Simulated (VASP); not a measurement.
A run of VASP 6.6.1:

The input INCAR:

```
SYSTEM = Mg2Si3N
ALGO = Normal ; EDIFF = 1E-6
ENCUT = 600 ; GGA = PE
GGA_COMPAT = .False. ; ISIF = 2
ISMEAR = 0 ; LASPH = .True.
LCHARG = .False. ; LREAL = .False.
LWAVE = .False. ; NBANDS = 20
NELM = 120 ; PREC = Accurate
SIGMA = 0.2
```

The input KPOINTS:

```
k-points
0
Gamma
  4 4 4
  0 0 0
```

The input POSCAR:

```
Mg2Si3N
1.0
    2.6915035894      1.5539403204      3.5234518211
   -2.6915035894      1.5539403204      3.5234518211
    0.0000000000     -3.1078806451      3.5234518192
Mg Si N
2 3 1
Direct
    0.3738045866      0.3738045866      0.3738045866
    0.6261954134      0.6261954134      0.6261954134
    0.5000000000      0.0000000000      0.0000000000
    0.0000000000      0.0000000000      0.5000000000
    0.0000000000      0.5000000000      0.0000000000
    0.0000000000      0.0000000000      0.0000000000
```

Potentials or basis: VASP PAW PBE potentials, release 64 (Mg, Si, N).

Launch:

```console
$ cat potpaw_PBE.64/Mg/POTCAR potpaw_PBE.64/Si/POTCAR potpaw_PBE.64/N/POTCAR > POTCAR
$ mpirun -np 1 vasp_std > vasp.out
```

Hardware: 1 thread of Intel Xeon 8259CL (shared host).

**Question.** Estimate the wall time of this run.

**Answer.** Wall time 57 s on 1 thread of Intel Xeon 8259CL, with other jobs on the host, peak memory 0.25 GiB. Counts: scf iterations 14, k points 13.
